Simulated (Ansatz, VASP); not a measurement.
**Two plane-wave programs on Au**

INCAR

```
SYSTEM = Au
ALGO = Fast
EDIFF = 1E-6
ENCUT = 520
GGA = PS
ISIF = 2
ISMEAR = 0
LASPH = .True.
LCHARG = .False.
LREAL = .False.
LWAVE = .False.
NBANDS = 18
NELM = 100
PREC = Accurate
SIGMA = 0.15
```

The input KPOINTS:

```
k-points
0
Gamma
  22 22 14
  0 0 0
```

File POSCAR:

```
Au
1.0
   -1.6210733944      1.6210733944      1.6210733944
    1.6210733944     -1.6210733944      1.6210733944
    3.2421467888      3.2421467888      0.0000000000
Au
2
Direct
   -0.0231328206     -0.0231328206      0.0000000000
    0.5231328206      0.5231328206      0.5000000000
```

Input for Ansatz:

```yaml
crystal:
  lattice:
    - [-1.6210733944, 1.6210733944, 1.6210733944]
    - [1.6210733944, -1.6210733944, 1.6210733944]
    - [3.2421467888, 3.2421467888, 0.0]
  atoms:
    - { symbol: Au, position: [-0.0231328206, -0.0231328206, 0.0] }
    - { symbol: Au, position: [0.5231328206, 0.5231328206, 0.5] }
basis:
  ecutwfc: 420
kpoints:
  mp_grid: { grid: [22, 22, 14] }
hamiltonian:
  xc: pbesol
scf:
  occupations: { method: gaussian, width: 0.15 }
output:
  forces: true
  stress: true
  eigenvalues: true
```

Change from the starting cell: mode 5 (92.8 1/cm) frozen in, largest displacement +0.075 Å.

Alike in both runs: task single point; functional PBEsol; k mesh 22 × 22 × 14; occupations gaussian, width 0.15 eV; no spin polarisation.

|  | VASP | Ansatz |
| --- | --- | --- |
| version | VASP 6.6.1 | Ansatz 0.2.0 |
| potentials or method | VASP PAW PBE potentials, release 64 (Au), cutoff 520 eV | scalar-relativistic, plane waves, PAW |
| valence electrons in the cell | 22 | 38 |

Ansatz gave:

| Property | Result |
| --- | --- |
| gap on the k mesh at the Fermi level (eV) | none |
| pressure (GPa) | 1.0 |
| traceless stress, the component that is largest in VASP (GPa) | 1.30 |
| rms of the force components (eV/Å) | 0.270 |

**Question.** Estimate VASP's values.

**Answer.** gap on the k mesh at the Fermi level (eV): none; pressure (GPa): 0.7; traceless stress, the component that is largest in VASP (GPa): 1.30; rms of the force components (eV/Å): 0.269.

VASP's potentials were made for PBE, not for PBEsol. Atom by atom the forces differ by 0.001 eV/Å (rms over components). A gap of «none» marks a metal or a gap that the smearing closes. With one functional, cell and mesh, what is left measures potentials, basis and numerics. VASP's potentials hold 22 valence electrons a cell and Ansatz's 38, so a difference there can come from the potentials and not from the codes.

Neither program's run includes spin-orbit coupling.
